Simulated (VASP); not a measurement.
# TiSe (P6_3/mmc) in VASP: further runs

Runs on TiSe. Level: r2SCAN. Tasks: single point.

Program: VASP 6.6.1. These are calculated values, not measurements. Logs are shortened: lines on timing, memory, paths and dates and some standing lists are left out, and cuts for length are marked.

## 1. The cell of the first run

It takes space group P6_3/mmc (No. 194, hexagonal). Conventional cell: a = 3.437 Å, b = 3.437 Å, c = 6.723 Å, α = 90.00°, β = 90.00°, γ = 120.00°. Within 3.5 Å of Ti (site symmetry -3m) lie 6 Se at 2.60 Å and 8 Ti at 3.36 to 3.44 Å. Within 3.5 Å of Se (site symmetry -6m2) lie 6 Ti at 2.60 Å and 6 Se at 3.44 Å.

## 2. Single point, r2SCAN

Contents of POSCAR:

```
TiSe
1.0
    3.4365958037      0.0000000000      0.0000000000
   -1.7182979018      2.9761792685      0.0000000000
    0.0000000000      0.0000000000      6.7233916975
Ti Se
2 2
Direct
    0.0000000000      0.0000000000      0.0000000000
    0.0000000000      0.0000000000      0.5000000000
    0.3333333333      0.6666666667      0.2500000000
    0.6666666667      0.3333333333      0.7500000000
```

Contents of INCAR.step1:

```
PREC     = Accurate       # precision mode
ENCUT    = 520            # plane-wave cutoff, eV
ISMEAR   = -1             # smearing method
SIGMA    = 0.1            # smearing width, eV
LREAL    = F              # projectors in reciprocal space
LASPH    = T              # aspherical terms in the spheres
NELM     = 60             # most SCF steps
NBANDS   = 26             # bands
GGA      = PE             # functional
ALGO     = Normal         # electronic algorithm
EDIFF    = 1E-4           # SCF threshold, eV
LWAVE    = T              # write WAVECAR
LCHARG   = F              # write CHGCAR
```

Contents of INCAR.step2:

```
PREC     = Accurate       # precision mode
ENCUT    = 520            # plane-wave cutoff, eV
EDIFF    = 1E-6           # SCF threshold, eV
ISMEAR   = -1             # smearing method
SIGMA    = 0.1            # smearing width, eV
LREAL    = F              # projectors in reciprocal space
LASPH    = T              # aspherical terms in the spheres
NELM     = 60             # most SCF steps
ALGO     = Normal         # electronic algorithm
ISIF     = 2              # what is computed and relaxed
LWAVE    = F              # write WAVECAR
LCHARG   = F              # write CHGCAR
METAGGA  = R2SCAN         # meta-GGA
LMIXTAU  = T            
NBANDS   = 26             # bands
ISTART   = 1
```

Contents of KPOINTS:

```
regular mesh
0
Gamma
  10 10 5
```

Potentials or basis: VASP PAW PBE potentials, release 64 (Ti_sv, Se).

Command:

```sh
$ cat potpaw_PBE.64/Ti_sv/POTCAR potpaw_PBE.64/Se/POTCAR > POTCAR
$ cp INCAR.step1 INCAR
$ mpirun -np 1 vasp_std > vasp.out
$ cp INCAR.step2 INCAR
$ mpirun -np 1 vasp_std > vasp.out
```

OUTCAR:

```text
PREC = Accurate
   ENCUT = 520
   EDIFF = 1E-6
   ISMEAR = -1
   LREAL = F
   LASPH = T
   NELM = 60
   ISIF = 2
   METAGGA = R2SCAN
   ISTART = 1

 ion  position               nearest neighbor table
   1  0.000  0.000  0.000-   3 2.60   4 2.60   3 2.60   4 2.60   4 2.60   3 2.60
   2  0.000  0.000  0.500-   3 2.60   4 2.60   3 2.60   4 2.60   4 2.60   3 2.60
   3  0.333  0.667  0.250-   1 2.60   2 2.60   1 2.60   2 2.60   1 2.60   2 2.60
   4  0.667  0.333  0.750-   1 2.60   2 2.60   1 2.60   2 2.60   1 2.60   2 2.60

  LATTYP: Found a hexagonal cell.
 ALAT       =     3.4365958037
 C/A-ratio  =     1.9564103786

  Lattice vectors:

 A1 = (   3.4365958037,   0.0000000000,   0.0000000000)
 A2 = (  -1.7182979018,   2.9761792685,   0.0000000000)
 A3 = (   0.0000000000,   0.0000000000,   6.7233916975)

Analysis of symmetry for initial positions (statically):
=====================================================================
 Subroutine PRICEL returns:
 Original cell was already a primitive cell.

 Routine SETGRP: Setting up the symmetry group for a
 hexagonal supercell.

 Subroutine GETGRP returns: Found 24 space group operations
 (whereof 12 operations were pure point group operations)
 out of a pool of 24 trial point group operations.

The static configuration has the point symmetry D_3d.
 The point group associated with its full space group is D_6h.

Analysis of symmetry for dynamics (positions and initial velocities):
=====================================================================
 Subroutine PRICEL returns:
 Original cell was already a primitive cell.

 Routine SETGRP: Setting up the symmetry group for a
 hexagonal supercell.

 Subroutine GETGRP returns: Found 24 space group operations
 (whereof 12 operations were pure point group operations)
 out of a pool of 24 trial point group operations.

The dynamic configuration has the point symmetry D_3d.
 The point group associated with its full space group is D_6h.

 Subroutine INISYM returns: Found 24 space group operations
 (whereof 12 operations are pure point group operations),
 and found     1 'primitive' translations

----------------------------------------------------------------------------------------

                                     Primitive cell

  volume of cell :      68.7663

  direct lattice vectors                    reciprocal lattice vectors
     3.436595804  0.000000000  0.000000000     0.290985631  0.168000633  0.000000000
    -1.718297902  2.976179269  0.000000000     0.000000000  0.336001265  0.000000000
     0.000000000  0.000000000  6.723391698     0.000000000  0.000000000  0.148734455

  length of vectors
     3.436595804  3.436595804  6.723391698     0.336001265  0.336001265  0.148734455

  position of ions in fractional coordinates (direct lattice)
     0.000000000  0.000000000  0.000000000
     0.000000000  0.000000000  0.500000000
     0.333333333  0.666666667  0.250000000
     0.666666667  0.333333333  0.750000000

  ion indices of the primitive-cell ions
   primitive index   ion index
                 1           1
                 2           2
                 3           3
                 4           4

----------------------------------------------------------------------------------------

 KPOINTS: regular mesh

Automatic generation of k-mesh.
 Grid dimensions read from file:
 generate k-points for:   10   10    5

 Generating k-lattice:

  Cartesian coordinates                     Fractional coordinates (reciprocal lattice)
     0.029098563  0.016800063  0.000000000     0.100000000  0.000000000  0.000000000
     0.000000000  0.033600127  0.000000000     0.000000000  0.100000000  0.000000000
     0.000000000  0.000000000  0.029746891     0.000000000  0.000000000  0.200000000

  Length of vectors
     0.033600127  0.033600127  0.029746891

  Shift w.r.t. Gamma in fractional coordinates (k-lattice)
     0.000000000  0.000000000  0.000000000

 Subroutine IBZKPT returns following result:
 ===========================================

 Found     42 irreducible k-points:

 Following reciprocal coordinates:
            Coordinates               Weight
  0.000000  0.000000  0.000000      1.000000
  0.100000 -0.000000  0.000000      6.000000
  0.200000 -0.000000  0.000000      6.000000
  0.300000 -0.000000  0.000000      6.000000
  0.400000 -0.000000  0.000000      6.000000
  0.500000 -0.000000  0.000000      3.000000
[... 16 lines left out ...]
  0.300000  0.100000  0.200000     24.000000
  0.400000  0.100000  0.200000     24.000000
 [... further k-points ...]
   k-points           NKPTS =     42   k-points in BZ     NKDIM =     42   number of bands    NBANDS=     26
   number of dos      NEDOS =    301   number of ions     NIONS =      4
   total plane-waves  NPLWV =  39200
   dimension x,y,z NGX =    28 NGY =   28 NGZ =   50
   dimension x,y,z NGXF=    56 NGYF=   56 NGZF=  100
   ions per type =               2   2
[... 37 lines left out ...]
   METAGGA = R2SCAN    functional components
   LHFCALC =     F    Hartree Fock is set to
   AEXX    =    0.0000 exact exchange contribution
   IVDW    =     0    specifies the selected vdW correction
   LEPSILON=     F    determine dielectric tensor
   LRPA    =     F    only Hartree local field effects (RPA)
 non-spin polarized calculation
  energy-cutoff  :      520.00
  volume of cell :       68.77
 maximum number of plane-waves:      1873
 NGX is ok and might be reduce to    28
   NGX = 13   NGY = 13   NGZ = 25

 number of electron      35.9999997 magnetization

 Free energy of the ion-electron system (eV)
  ---------------------------------------------------
  ext. energy  EPLUGINS =         0.00000000
  ---------------------------------------------------
  free energy    TOTEN  =       -59.44601979 eV

  energy without entropy =      -59.36017346  energy(sigma->0) =      -59.40309662

 E-fermi :   8.7117     XC(G=0): -11.9813

 val. band max:        8.7089629919   @ k =   0.1000  -0.0000   0.2000
 cond. band min:       8.7335877204   @ k =   0.0000   0.0000   0.2000
 fundamental gap:      0.0246247284
 Fermi energy:         8.7116690536

 k-point     1 :       0.0000    0.0000    0.0000
  band No.  band energies     occupation
      1     -51.1432      2.00000
      2     -51.1349      2.00000
      3     -26.5035      2.00000
      4     -26.3787      2.00000
      5     -26.3376      2.00000
      6     -26.3376      2.00000
[... 18 lines left out ...]
     25      12.5772      0.00000
     26      12.6556      0.00000

 k-point     2 :       0.1000   -0.0000    0.0000
  band No.  band energies     occupation
      1     -51.1421      2.00000
      2     -51.1339      2.00000
      3     -26.5001      2.00000
      4     -26.3768      2.00000
      5     -26.3501      2.00000
      6     -26.3405      2.00000
[... 18 lines left out ...]
     25      12.0036      0.00000
     26      12.4326      0.00000

 k-point     3 :       0.2000   -0.0000    0.0000
  band No.  band energies     occupation
      1     -51.1392      2.00000
      2     -51.1310      2.00000
      3     -26.4911      2.00000
      4     -26.3826      2.00000
      5     -26.3722      2.00000
      6     -26.3669      2.00000
[... 18 lines left out ...]
     25      11.3455      0.00000
     26      12.3057      0.00000

 k-point     4 :       0.3000   -0.0000    0.0000
  band No.  band energies     occupation
      1     -51.1356      2.00000
      2     -51.1276      2.00000
      3     -26.4800      2.00000
      4     -26.4223      2.00000
      5     -26.4032      2.00000
      6     -26.3660      2.00000
[... 18 lines left out ...]
     25      11.4039      0.00000
     26      12.4617      0.00000
[... 496 lines left out ...]
      1     -51.1361      2.00000
      2     -51.1295      2.00000
      3     -26.4729      2.00000
      4     -26.4042      2.00000
      5     -26.3896      2.00000
      6     -26.3790      2.00000
[... 18 lines left out ...]
     25      11.3829      0.00000
     26      11.8629      0.00000

 k-point    23 :       0.3000    0.1000    0.2000
  band No.  band energies     occupation
      1     -51.1328      2.00000
      2     -51.1264      2.00000
      3     -26.4635      2.00000
      4     -26.4369      2.00000
      5     -26.4202      2.00000
      6     -26.3733      2.00000
[... 18 lines left out ...]
     25      11.7293      0.00000
     26      11.9870      0.00000

 k-point    24 :       0.4000    0.1000    0.2000
  band No.  band energies     occupation
      1     -51.1308      2.00000
      2     -51.1244      2.00000
      3     -26.4613      2.00000
      4     -26.4534      2.00000
      5     -26.4391      2.00000
      6     -26.3728      2.00000
[... 18 lines left out ...]
     25      11.7021      0.00000
     26      12.1658      0.00000

 [... further k-points ...]

------------------------ aborting loop because EDIFF is reached ----------------------------------------

  FORCE on cell =-STRESS in cart. coord.  units (eV):
  Direction    XX          YY          ZZ          XY          YZ          ZX
  --------------------------------------------------------------------------------------
  -------------------------------------------------------------------------------------
  Total        0.1294833      0.1294833      0.2322619      0.0000000      0.0000000      0.0000000
  in kB        3.0168138      3.0168138      5.4114370      0.0000000      0.0000000      0.0000000
  external PRESSURE =       3.8150215 kB  Pullay stress =       0.0000000 kB

 VOLUME and BASIS-vectors are now :
 -----------------------------------------------------------------------------
  energy-cutoff  :      520.00
  volume of cell :       68.77
      direct lattice vectors                 reciprocal lattice vectors
     3.436595804  0.000000000  0.000000000     0.290985631  0.168000633  0.000000000
    -1.718297902  2.976179269  0.000000000     0.000000000  0.336001265  0.000000000
     0.000000000  0.000000000  6.723391698     0.000000000  0.000000000  0.148734455

 POSITION                                       TOTAL-FORCE (eV/Angst)
 -----------------------------------------------------------------------------------
      0.00000      0.00000      0.00000         0.000000      0.000000     -0.000000
      0.00000      0.00000      3.36170         0.000000      0.000000     -0.000000
     -0.00000      1.98412      1.68085        -0.000000     -0.000000      0.000000
      1.71830      0.99206      5.04254         0.000000      0.000000      0.000000
 -----------------------------------------------------------------------------------
    total drift:                               -0.000000      0.000000      0.000000

  FREE ENERGIE OF THE ION-ELECTRON SYSTEM (eV)
  ---------------------------------------------------
  free  energy   TOTEN  =       -59.4460197863 eV

  energy  without entropy=      -59.3601734562  energy(sigma->0) =      -59.40309662
```

It took 4.8 min on 1 thread of Intel Xeon 8259CL, shared host; peak memory 0.24 GiB.

What came out:

```
Free energy            : -59.4460 eV
Pressure               : 0.4 GPa
Band gap on the k mesh : zero (bands 18 and 19 overlap by 0.42 eV)
```

Stress tensor (GPa, compression positive):
```
0.30 0.00 0.00
0.00 0.30 0.00
0.00 0.00 0.54
```

Caveat: the PAW data sets were made with another functional, which shifts forces and pressure a little.

## 3. Single point, r2SCAN

This run uses another cell than the first one, of 16.16 Å³/atom.

Contents of POSCAR:

```
TiSe
1.0
    3.3664415111      0.0000000029      0.0000000000
   -1.6832207581      2.9154238676      0.0000000000
    0.0000000000      0.0000000000      6.5861411100
Ti Se
2 2
Direct
    0.0000000000      0.0000000000      0.0000000000
    0.0000000000      0.0000000000      0.5000000000
    0.3333333333      0.6666666667      0.2500000000
    0.6666666667      0.3333333333      0.7500000000
```

Contents of INCAR.step1:

```
SYSTEM = TiSe
ALGO = Normal
EDIFF = 1E-4
ENCUT = 520
GGA = PE
ISMEAR = -1
LASPH = .TRUE.
LCHARG = .FALSE.
LREAL = .FALSE.
LWAVE = .TRUE.
NBANDS = 26
NELM = 80
PREC = Accurate
SIGMA = 0.1
```

Contents of INCAR.step2:

```
SYSTEM = TiSe
ALGO = Normal
EDIFF = 1E-7
ENCUT = 520
ISIF = 2
ISMEAR = -1
ISTART = 1
LASPH = .TRUE.
LCHARG = .FALSE.
LMIXTAU = .TRUE.
LREAL = .FALSE.
LWAVE = .FALSE.
METAGGA = R2SCAN
NBANDS = 26
NELM = 80
PREC = Accurate
SIGMA = 0.1
```

Contents of KPOINTS:

```
k-points
0
G
  11 11 5
  0 0 0
```

Potentials or basis: VASP PAW PBE potentials, release 64 (Ti_sv, Se).

Command:

```sh
$ cat potpaw_PBE.64/Ti_sv/POTCAR potpaw_PBE.64/Se/POTCAR > POTCAR
$ cp INCAR.step1 INCAR
$ mpirun -np 1 vasp_std > vasp.out
$ cp INCAR.step2 INCAR
$ mpirun -np 1 vasp_std > vasp.out
```

Wall time 5.7 min (1 thread of Intel Xeon 8259CL, shared host); peak memory 0.24 GiB.

The run converged. Its results:

```yaml
Free_energy: -59.3290 eV
Pressure: 9.0 GPa
Band_gap_on_the_k_mesh: zero (bands 18 and 19 overlap by 0.46 eV)
```

Stress tensor (GPa, compression positive):
```
 8.09  0.00  0.00
 0.00  8.09  0.00
 0.00  0.00 10.92
```

Levels at points of the mesh, in eV from the Fermi level:
```tsv
k point	band 14	band 15	band 16	band 17	band 18	band 19	band 20	band 21	band 22	band 23
(0.00, 0.00, 0.00)	-3.28	-2.17	-1.21	-1.21	-0.24	-0.24	-0.07	-0.07	1.21	1.21
```

Caveat: the cell stands under pressure; the PAW data sets were made with another functional, which shifts forces and pressure a little.

## 4. Single point, r2SCAN

This run uses another cell than the first one, of 16.50 Å³/atom.

Contents of POSCAR:

```
TiSe
1.0
    3.3901496287     -0.0000000029      0.0000000000
   -1.6950748119      2.9359557025      0.0000000000
    0.0000000000      0.0000000000      6.6325239100
Ti Se
2 2
Direct
    0.0000000000      0.0000000000      0.0000000000
    0.0000000000      0.0000000000      0.5000000000
    0.3333333333      0.6666666667      0.2500000000
    0.6666666667      0.3333333333      0.7500000000
```

Contents of INCAR.step1:

```
  ALGO = Normal
  EDIFF = 1E-4
  ENCUT = 520
  GGA = PE
  ISMEAR = -1
  LASPH = True
  LCHARG = False
  LREAL = False
  LWAVE = True
  NBANDS = 26
  NELM = 80
  PREC = Accurate
  SIGMA = 0.1
```

Contents of INCAR.step2:

```
  ALGO = Normal
  EDIFF = 1E-7
  ENCUT = 520
  ISIF = 2
  ISMEAR = -1
  ISTART = 1
  LASPH = True
  LCHARG = False
  LMIXTAU = True
  LREAL = False
  LWAVE = False
  METAGGA = R2SCAN
  NBANDS = 26
  NELM = 80
  PREC = Accurate
  SIGMA = 0.1
```

Contents of KPOINTS:

```
k-points
0
Gamma
  11 11 5
```

Command:

```sh
$ cat potpaw_PBE.64/Ti_sv/POTCAR potpaw_PBE.64/Se/POTCAR > POTCAR
$ cp INCAR.step1 INCAR
$ mpirun -np 1 vasp_std > vasp.out
$ cp INCAR.step2 INCAR
$ mpirun -np 1 vasp_std > vasp.out
```

It took 6 min on 1 thread of Intel Xeon 8259CL, shared host; peak memory 0.24 GiB.

The run converged. Its results:

- Free energy: -59.3930 eV
- Pressure: 5.8 GPa
- Band gap on the k mesh: zero (bands 18 and 19 overlap by 0.45 eV)

Stress tensor (GPa, compression positive):
```
5.19 0.00 0.00
0.00 5.19 0.00
0.00 0.00 7.10
```

Levels at points of the mesh, in eV from the Fermi level:
| k point | band 15 | band 16 | band 17 | band 18 | band 19 | band 20 | band 21 | band 22 |
| --- | --- | --- | --- | --- | --- | --- | --- | --- |
| (0.00, 0.00, 0.00) | -2.10 | -1.26 | -1.26 | -0.23 | -0.23 | -0.06 | -0.06 | 1.17 |

Caveat: the cell stands under pressure; the PAW data sets were made with another functional, which shifts forces and pressure a little.

## 5. Single point, r2SCAN

This run uses another cell than the first one, of 16.85 Å³/atom.

Contents of POSCAR:

```
TiSe
1.0
    3.4135307092     -0.0000000029      0.0000000000
   -1.7067653521      2.9562043122      0.0000000000
    0.0000000000      0.0000000000      6.6782669000
Ti Se
2 2
Direct
    0.0000000000      0.0000000000      0.0000000000
    0.0000000000      0.0000000000      0.5000000000
    0.3333333333      0.6666666667      0.2500000000
    0.6666666667      0.3333333333      0.7500000000
```

Contents of INCAR.step1:

```
PREC = Accurate ; ENCUT = 520
ISMEAR = -1 ; SIGMA = 0.1
LREAL = F ; LASPH = T
NELM = 100 ; NBANDS = 26
GGA = PE ; ALGO = Normal
EDIFF = 1E-4 ; LWAVE = T
LCHARG = F
```

Contents of INCAR.step2:

```
PREC = Accurate ; ENCUT = 520
EDIFF = 1E-6 ; ISMEAR = -1
SIGMA = 0.1 ; LREAL = F
LASPH = T ; NELM = 100
ALGO = Normal ; ISIF = 2
LWAVE = F ; LCHARG = F
METAGGA = R2SCAN ; LMIXTAU = T
NBANDS = 26 ; ISTART = 1
```

Contents of KPOINTS:

```
regular mesh
0
Gamma
  11 11 5
```

Command:

```sh
$ cat potpaw_PBE.64/Ti_sv/POTCAR potpaw_PBE.64/Se/POTCAR > POTCAR
$ cp INCAR.step1 INCAR
$ mpirun -np 1 vasp_std > vasp.out
$ cp INCAR.step2 INCAR
$ mpirun -np 1 vasp_std > vasp.out
```

It took 5.6 min on 1 thread of Intel Xeon 8259CL, shared host; peak memory 0.24 GiB.

It converged, with:

```yaml
Free_energy: -59.4310 eV
Pressure: 3.0 GPa
Band_gap_on_the_k_mesh: zero (bands 18 and 19 overlap by 0.44 eV)
```

Stress tensor (GPa, compression positive):
```
2.60 0.00 0.00
0.00 2.60 0.00
0.00 0.00 3.67
```

Levels at points of the mesh, in eV from the Fermi level:
```
           k point  band 15  band 16  band 17  band 18  band 19  band 20  band 21  band 22
(0.00, 0.00, 0.00)    -2.04    -1.31    -1.31    -0.22    -0.22    -0.06    -0.06     1.14
```

Caveat: the PAW data sets were made with another functional, which shifts forces and pressure a little.

## 6. Overview

```tsv
cell	k mesh	gap on the mesh (eV)	pressure (GPa)
a = 3.437, b = 3.437, c = 6.723 Å, angles 90.0, 90.0, 120.0°, 4 atoms	10 × 10 × 5	none	0.4
a = 3.366, b = 3.366, c = 6.586 Å, angles 90.0, 90.0, 120.0°, 4 atoms	11 × 11 × 5	none	9.0
a = 3.390, b = 3.390, c = 6.633 Å, angles 90.0, 90.0, 120.0°, 4 atoms	11 × 11 × 5	none	5.8
a = 3.414, b = 3.414, c = 6.678 Å, angles 90.0, 90.0, 120.0°, 4 atoms	11 × 11 × 5	none	3.0
```

Alike in all rows: task single point; level r2SCAN; potentials or basis VASP PAW PBE potentials, release 64 (Ti_sv, Se); no spin polarisation; cutoff (eV) 520; smearing fermi-dirac 0.1 eV.

Caveats: the PAW data sets were made with another functional, which shifts forces and pressure a little; the cell stands under pressure (at least some runs).

Total energies depend on the potentials used, so only differences within one code and one set of settings carry meaning.

The gap in the log of VASP goes by the Fermi energy; the results here count the filled bands.